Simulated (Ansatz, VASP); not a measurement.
## MgO: VASP beside Ansatz

File INCAR:

```
AGGAC = 1.0
AGGAX = 1.0
ALDAC = 0.0
ALDAX = 1.0
ALGO = Normal
EDIFF = 1E-6
ENCUT = 520
GGA = B5
ISIF = 2
ISMEAR = 0
LASPH = T
LCHARG = F
LREAL = F
LWAVE = F
NBANDS = 16
NELM = 100
PREC = Accurate
SIGMA = 0.01
```

The input KPOINTS:

```
k-points
0
Gamma
  6 6 4
```

The input POSCAR:

```
MgO
1.0
    3.4863800000      0.0000000000      0.0000000000
   -1.7431900000      3.0192900000      0.0000000000
    0.0000000000      0.0000000000      4.1780400000
Mg O
2 2
Direct
    0.6666666667      0.3333333333      0.7500000000
    0.3333333333      0.6666666667      0.2500000000
    0.6666666667      0.3333333333      0.2500000000
    0.3333333333      0.6666666667      0.7500000000
```

Input for Ansatz:

```yaml
crystal:
  lattice:
    - [3.48638, 0.0, 0.0]
    - [-1.74319, 3.01929, 0.0]
    - [0.0, 0.0, 4.17804]
  atoms:
    - { symbol: Mg, position: [0.6666666666666666, 0.3333333333333333, 0.75] }
    - { symbol: Mg, position: [0.3333333333333333, 0.6666666666666666, 0.25] }
    - { symbol: O, position: [0.6666666666666666, 0.3333333333333333, 0.25] }
    - { symbol: O, position: [0.3333333333333333, 0.6666666666666666, 0.75] }
basis:
  ecutwfc: 462.593566181796
kpoints:
  mp_grid:
    grid: [6, 6, 4]
    shift: [0.0, 0.0, 0.0]
hamiltonian:
  xc: blyp
scf:
  occupations:
    method: fixed
output:
  eigenvalues: true
```

Alike in both runs: task single point; functional BLYP; k mesh 6 × 6 × 4; no spin polarisation.

```csv
,VASP,Ansatz
version,VASP 6.6.1,Ansatz 0.2.0
potentials or method,"VASP PAW PBE potentials, release 64 (Mg, O), cutoff 520 eV","plane waves, PAW"
occupations,"gaussian, width 0.01 eV",fixed
valence electrons in the cell,16,32
```

Ansatz gave:

| Property | Result |
| --- | --- |
| gap on the k mesh at the Fermi level (eV) | 3.72 |

Question: What did VASP give for the same quantities?

Answer: gap on the k mesh at the Fermi level (eV): 3.71.

VASP's potentials were made for PBE, not for BLYP. VASP's potentials hold 16 valence electrons a cell and Ansatz's 32, so a difference there can come from the potentials and not from the codes.
